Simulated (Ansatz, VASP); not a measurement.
**Sn: VASP beside Ansatz**

INCAR

```
PREC     = Accurate       # precision mode
ENCUT    = 520            # plane-wave cutoff, eV
EDIFF    = 1E-6           # SCF threshold, eV
ISMEAR   = -1             # smearing method
SIGMA    = 0.05           # smearing width, eV
LREAL    = False          # projectors in reciprocal space
LASPH    = True           # aspherical terms in the spheres
NELM     = 60             # most SCF steps
ALGO     = Normal         # electronic algorithm
ISIF     = 2              # what is computed and relaxed
LWAVE    = False          # write WAVECAR
LCHARG   = True           # write CHGCAR
GGA      = PE             # functional
LELF     = True           # ELF
LVHAR    = True         
NBANDS   = 21             # bands
```

Contents of KPOINTS:

```
Automatic mesh
0
Gamma
  13 13 7
```

The input POSCAR:

```
Sn
1.0
    2.8729128576      0.0000000000      0.0000000000
   -1.4364564288      2.4880155175      0.0000000000
    0.0000000000      0.0000000000      4.6546651910
Sn
2
Direct
    0.3333333333      0.6666666667      0.2500000000
    0.6666666667      0.3333333333      0.7500000000
```

Input for Ansatz:

```yaml
crystal:
  lattice:
    - [2.8729128576, 0.0, 0.0]
    - [-1.4364564288, 2.4880155175, 0.0]
    - [0.0, 0.0, 4.654665191]
  atoms:
    - { symbol: Sn, position: [0.3333333333, 0.6666666667, 0.25] }
    - { symbol: Sn, position: [0.6666666667, 0.3333333333, 0.75] }
kpoints:
  mp_grid: { grid: [13, 13, 7] }
scf:
  occupations: { method: fermi_dirac, width: 0.05 }
hamiltonian:
  xc: pbe
  pseudopotentials: { kind: all_electron, lapw: { basis_error: 0.001 } }
output:
  forces: true
  stress: true
  eigenvalues: true
  populations: true
```

Change from the starting cell: volume scaled by 0.6, LAPW.

Alike in both runs: task single point; functional PBE; k mesh 13 × 13 × 7; occupations fermi-dirac, width 0.05 eV; no spin polarisation.

|  | VASP | Ansatz |
| --- | --- | --- |
| version | VASP 6.6.1 | Ansatz 0.2.0 |
| potentials or method | VASP PAW PBE potentials, release 64 (Sn_d), cutoff 520 eV | all-electron LAPW, scalar-relativistic |

```tsv
	VASP	Ansatz	Ansatz less VASP
pressure (GPa)	81.8	81.8	-0.05
```

Both programs put the cell under a high pressure, so it lies far from rest at this level. Ansatz ran all-electron here, and VASP with PAW potentials.

Noted on VASP's run: the cell as given lies far from equilibrium.
